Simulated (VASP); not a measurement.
A run of VASP 6.6.1:

Contents of INCAR:

```
PREC = Accurate ; ENCUT = 520
EDIFF = 1E-7 ; ISMEAR = 0
SIGMA = 0.02 ; LREAL = Auto
LASPH = T ; NELM = 150
ALGO = Normal ; ISIF = 2
LWAVE = F ; LCHARG = T
ISPIN = 2 ; MAGMOM = 0 0 0 0 0 0 0 0 0 0 0 0 0 0 0 0 0 0 0 0
LORBIT = 11 ; GGA = PS
LELF = T ; LVHAR = T
NBANDS = 60
```

The input KPOINTS:

```
Automatic mesh
0
Gamma
  2 2 1
```

File POSCAR:

```
HC18O
1.0
    7.3980000000      0.0000000000      0.0000000000
   -3.6990000000      6.4068560000      0.0000000000
    0.0000000000      0.0000000000     11.0000000000
C O H
18 1 1
Direct
    0.0024998669      0.0046431510      0.0837442727
    0.2233008731      0.1130599782      0.0810280000
    0.0012218124      0.3352327569      0.0881736364
    0.2232105585      0.4428260913      0.0914480000
    0.0035984790      0.6688060415      0.0849021818
    0.2260447428      0.7838699668      0.0860305455
    0.3337081005      0.0017384502      0.0811214545
    0.5576718909      0.1136154769      0.0848136364
    0.3334780154      0.3354877962      0.0844250000
    0.5566505682      0.4466341994      0.0839986364
    0.3348208635      0.6693008240      0.1238913636
    0.5604564513      0.7810637542      0.0930430909
    0.6680510912      0.0037420850      0.0884003636
    0.8903959563      0.1142271654      0.0858456364
    0.6683556933      0.3356927329      0.0841555455
    0.8888715760      0.4436185237      0.0869578182
    0.6656571984      0.6688280492      0.0859240000
    0.8897833659      0.7816873050      0.0855821818
    0.3377638974      0.6751144399      0.2489869091
   -0.0402353505      0.7287071849      0.1802550909
```

Potentials or basis: VASP PAW PBE potentials, release 64 (C, O, H).

Launch:

```bash
$ cat potpaw_PBE.64/C/POTCAR potpaw_PBE.64/O/POTCAR potpaw_PBE.64/H/POTCAR > POTCAR
$ mpirun -np 1 vasp_std > vasp.out
```

Hardware: 1 thread of AMD EPYC 9R45 96-Core Processor (Zen 5), with other jobs on the host.

Q: How long does it take, and how much memory?

A: It took 7.8 min on 1 thread of AMD EPYC 9R45 96-Core Processor (Zen 5) (shared host), peak memory 0.79 GiB. Counts: scf iterations 30, k points 4.
